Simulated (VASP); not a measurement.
Here is a VASP 6.6.1 calculation.

File INCAR:

```
ALGO = Normal
EDIFF = 1E-6
ENCUT = 520
GGA = PE
ISIF = 2
ISMEAR = -1
LASPH = T
LCHARG = T
LELF = T
LREAL = F
LVHAR = T
LWAVE = F
NBANDS = 11
NELM = 80
PREC = Accurate
SIGMA = 0.05
```

The input KPOINTS:

```
k-points
0
Gamma
  18 18 18
```

Contents of POSCAR:

```
SiC
1.0
    0.0000000000      1.8254702855      1.8254702855
    1.8254702855      0.0000000000      1.8254702855
    1.8254702855      1.8254702855      0.0000000000
Si C
1 1
Direct
    0.0000000000      0.0000000000      0.0000000000
    0.2500000000      0.2500000000      0.2500000000
```

Potentials or basis: VASP PAW PBE potentials, release 64 (Si, C).

Launch:

```sh
$ cat potpaw_PBE.64/Si/POTCAR potpaw_PBE.64/C/POTCAR > POTCAR
$ mpirun -np 1 vasp_std > vasp.out
```

(1) Estimate the pressure.

(2) Estimate the band gap on the k mesh.

Answers

(1) 320.3 GPa.

(2) 0.67 eV, indirect (least direct gap 4.80 eV).
